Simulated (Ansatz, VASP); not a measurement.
CoRu3 in VASP and in Ansatz

```
CELL_PARAMETERS angstrom
3.73316 0.00000 0.00000
0.00000 3.73316 0.00000
0.00000 0.00000 3.73316
ATOMIC_POSITIONS crystal
Co 0.00000 0.00000 0.00000
Ru 0.00000 0.50000 0.50000
Ru 0.50000 0.00000 0.50000
Ru 0.50000 0.50000 0.00000
```

Alike in both runs: functional PBE; k mesh 12 × 12 × 12; occupations gaussian, width 0.1 eV; no spin polarisation.

Ansatz relaxed the structure, and its values are those at the end. VASP's run is a single point on that final structure, the one shown.

|  | VASP | Ansatz |
| --- | --- | --- |
| version | VASP 6.6.1 | Ansatz 0.2.0 |
| potentials or method | VASP PAW PBE potentials, release 64 (Co, Ru_pv), cutoff 520 eV | scalar-relativistic, plane waves, PAW |
| valence electrons in the cell | 51 | 65 |

```tsv
	VASP	Ansatz	Ansatz less VASP
gap on the k mesh at the Fermi level (eV)	none	none	-
pressure (GPa)	-0.2	0.0	+0.25
```

A gap of «none» marks a metal or a gap that the smearing closes. The functional is the same, so the differences come from potentials, cutoffs and numerics. VASP's potentials hold 51 valence electrons a cell and Ansatz's 65, so a difference there can come from the potentials and not from the codes.
